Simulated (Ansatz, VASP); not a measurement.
# One calculation of C11O, two programs

INCAR

```
ALGO     = Normal         # electronic algorithm
DIPOL    = 0.5 0.5 0.319
EDIFF    = 1E-6           # SCF threshold, eV
ENCUT    = 520            # plane-wave cutoff, eV
GGA      = PE             # functional
IDIPOL   = 3            
ISIF     = 2              # what is computed and relaxed
ISMEAR   = 0              # smearing method
IVDW     = 12             # dispersion correction
LASPH    = T              # aspherical terms in the spheres
LCHARG   = F              # write CHGCAR
LDIPOL   = T            
LREAL    = F              # projectors in reciprocal space
LWAVE    = F              # write WAVECAR
NBANDS   = 37             # bands
NELM     = 60             # most SCF steps
PREC     = Accurate       # precision mode
SIGMA    = 0.05           # smearing width, eV
```

The input KPOINTS:

```
k-points
0
Gamma
  8 7 1
```

File POSCAR:

```
C11O
1.0
    3.6473242347      0.0000000000      0.0000000000
   -1.6658829406      3.9310150970      0.0000000000
    0.0000000000      0.0000000000     23.1809581692
C O
11 1
Direct
    0.5001799340      0.3333933113      0.1725554212
    0.4998200660      0.6666066887      0.1725554212
    0.5001799340      0.8333933113      0.2257231425
    0.4998200660      0.1666066887      0.2257231425
    0.5000212331      0.3353169669      0.2788716798
    0.4999787669      0.6646830331      0.2788716798
    0.5001286273      0.8366480408      0.3322552327
    0.4998713727      0.1633519592      0.3322552327
    0.4997623703      0.3544335274      0.3809574266
    0.5002376297      0.6455664726      0.3809574266
    0.9997623703      1.1044335274      0.5470420194
    0.9997623703      1.1044335274      0.4974323358
```

Input for Ansatz:

```yaml
crystal:
  lattice:
    - [3.6473242347, 0.0, 0.0]
    - [-1.6658829406, 3.931015097, 0.0]
    - [0.0, 0.0, 23.1809581692]
  atoms:
    - { symbol: C, position: [0.500179934, 0.3333933113, 0.1725554212] }
    - { symbol: C, position: [0.499820066, 0.6666066887, 0.1725554212] }
    - { symbol: C, position: [0.500179934, 0.8333933113, 0.2257231425] }
    - { symbol: C, position: [0.499820066, 0.1666066887, 0.2257231425] }
    - { symbol: C, position: [0.5000212331, 0.3353169669, 0.2788716798] }
    - { symbol: C, position: [0.4999787669, 0.6646830331, 0.2788716798] }
    - { symbol: C, position: [0.5001286273, 0.8366480408, 0.3322552327] }
    - { symbol: C, position: [0.4998713727, 0.1633519592, 0.3322552327] }
    - { symbol: C, position: [0.4997623703, 0.3544335274, 0.3809574266] }
    - { symbol: C, position: [0.5002376297, 0.6455664726, 0.3809574266] }
    - { symbol: O, position: [0.9997623703, 1.1044335274, 0.4974323358] }
    - { symbol: C, position: [0.9997623703, 1.1044335274, 0.5470420194] }
basis:
  ecutwfc: 420
kpoints:
  mp_grid: { grid: [8, 7, 1] }
hamiltonian:
  xc: pbe
  pseudopotentials: { kind: paw, azcp: { folder: soft_1 } }
  dispersion: d3bj
scf:
  occupations: { method: gaussian, width: 0.05 }
output:
  forces: true
  eigenvalues: true
efield:
  axis: 3
  dipole_correction: true
  ramp_width: 0.04
```

Alike in both runs: task single point; functional PBE; dispersion D3(BJ); k mesh 8 × 7 × 1; occupations gaussian, width 0.05 eV; no spin polarisation.

|  | VASP | Ansatz |
| --- | --- | --- |
| version | VASP 6.6.1 | Ansatz 0.2.0 |
| potentials or method | VASP PAW PBE potentials, release 64 (C, O), cutoff 520 eV | scalar-relativistic, plane waves, PAW |
| valence electrons in the cell | 50 | 50 |

|  | VASP | Ansatz | Ansatz less VASP |
| --- | --- | --- | --- |
| gap on the k mesh at the Fermi level (eV) | none | none | - |
| rms of the force components (eV/Å) | 1.632 | 1.669 | +0.0370 |

A gap of «none» marks a metal or a gap that the smearing closes.

Noted on VASP's run: the standard files for N, O and F lose accuracy on very short bonds.
